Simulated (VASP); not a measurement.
A run of VASP 6.6.1 is set up as follows.

INCAR

```
PREC     = Accurate       # precision mode
ENCUT    = 520            # plane-wave cutoff, eV
EDIFF    = 1E-6           # SCF threshold, eV
ISMEAR   = 0              # smearing method
SIGMA    = 0.1            # smearing width, eV
LREAL    = False          # projectors in reciprocal space
LASPH    = True           # aspherical terms in the spheres
NELM     = 150            # most SCF steps
ALGO     = Normal         # electronic algorithm
ISIF     = 2              # what is computed and relaxed
LWAVE    = False          # write WAVECAR
LCHARG   = True           # write CHGCAR
ISPIN    = 2              # spin polarisation
MAGMOM   = 4.44 0.25      # initial moments
LORBIT   = 11             # projections on sites
LMAXMIX  = 4              # l up to which the mixer works
GGA      = PE             # functional
LELF     = True           # ELF
LVHAR    = True         
NBANDS   = 20             # bands
```

The input KPOINTS:

```
regular mesh
0
Gamma
  16 16 16
```

POSCAR

```
MnO
1.0
    0.0000000000      2.2648973758      2.2648973758
    2.2648973758      0.0000000000      2.2648973758
    2.2648973758      2.2648973758      0.0000000000
Mn O
1 1
Direct
    0.0000000000      0.0000000000      0.0000000000
    0.5000000000      0.5000000000      0.5000000000
```

Potentials or basis: VASP PAW PBE potentials, release 64 (Mn_pv, O).

The run is started by

```sh
$ cat potpaw_PBE.64/Mn_pv/POTCAR potpaw_PBE.64/O/POTCAR > POTCAR
$ mpirun -np 1 vasp_std > vasp.out
```

Estimate the net moment.

4.89 μB per cell.

What does it give for the site moments?

Mn +4.42; O +0.21 μB.

Predict the pressure.

-5.8 GPa.

Caveat: the cell stands under tension; a cell with one magnetic atom can't hold antiferromagnetic order, which such compounds often take.
